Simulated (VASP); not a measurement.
Here is a VASP 6.6.1 calculation.

INCAR

```
  PREC = Accurate
  ENCUT = 520
  EDIFF = 1E-6
  ISMEAR = 0
  SIGMA = 0.02
  LREAL = Auto
  LASPH = True
  NELM = 100
  ALGO = Normal
  ISIF = 2
  LWAVE = False
  LCHARG = True
  GGA = PE
  IVDW = 12
  LELF = True
  LVHAR = True
  NBANDS = 69
```

The input KPOINTS:

```
Automatic mesh
0
Gamma
  2 2 1
```

POSCAR

```
H9C20Cl
1.0
    5.0487420000      0.0000000000      0.0000000000
    0.0000000000      5.0487420000      0.0000000000
    0.0000000000      0.0000000000     16.1647000000
H C Cl
9 20 1
Direct
    0.4277867635      0.0000000000      0.0618631957
    0.0722132365      0.0000000000      0.0618631957
    0.9277869616      0.0000000000      0.0618631957
    0.5722132365      0.0000000000      0.0618631957
    0.4277867635      0.5000000000      0.0618631957
    0.0722132365      0.5000000000      0.0618631957
    0.9277869616      0.5000000000      0.0618631957
    0.5722132365      0.5000000000      0.0618631957
    0.2500042585      0.1365985824      0.3876247007
    0.2500000990      0.0000000000      0.1011277661
    0.7500000990      0.0000000000      0.1011277661
    0.2500000990      0.5000000000      0.1011277661
    0.7500000990      0.5000000000      0.1011277661
    0.2500000990      0.2500000990      0.1563406682
    0.7500000990      0.2500000990      0.1563406682
    0.2500000990      0.7500000990      0.1563406682
    0.7500000990      0.7500000990      0.1563406682
    0.0037094389      0.2536093150      0.2066051953
    0.4962901650      0.2536097111      0.2066052571
   -0.0004470421      0.7553301397      0.2167609668
    0.5004466459      0.7553305358      0.2167609668
    0.0029274619      0.0256774856      0.2706393561
    0.4970717458      0.0256778817      0.2706391705
   -0.0000542709      0.4934870904      0.2670656430
    0.5000532806      0.4934876847      0.2670659524
    0.2500000990      0.1195640419      0.3203004077
    0.7499995048      0.1208540662      0.3106745563
    0.2499987126      0.4347265121      0.3140711550
    0.7499995048      0.3957728480      0.3105568306
    0.2499897994      0.6414368173      0.4156120435
```

Potentials or basis: VASP PAW PBE potentials, release 64 (H, C, Cl).

Launch:

```bash
$ cat potpaw_PBE.64/H/POTCAR potpaw_PBE.64/C/POTCAR potpaw_PBE.64/Cl/POTCAR > POTCAR
$ mpirun -np 1 vasp_std > vasp.out
```

(1) Estimate the dispersion energy per atom.

(2) Predict the band gap on the k mesh.

(3) What does it give for the largest force?

## Answers

(1) -0.113 eV.

(2) 1.16 eV, direct.

(3) 8.965 eV/Å.

Caveat: the k points lie up to 0.62 Å⁻¹ apart.
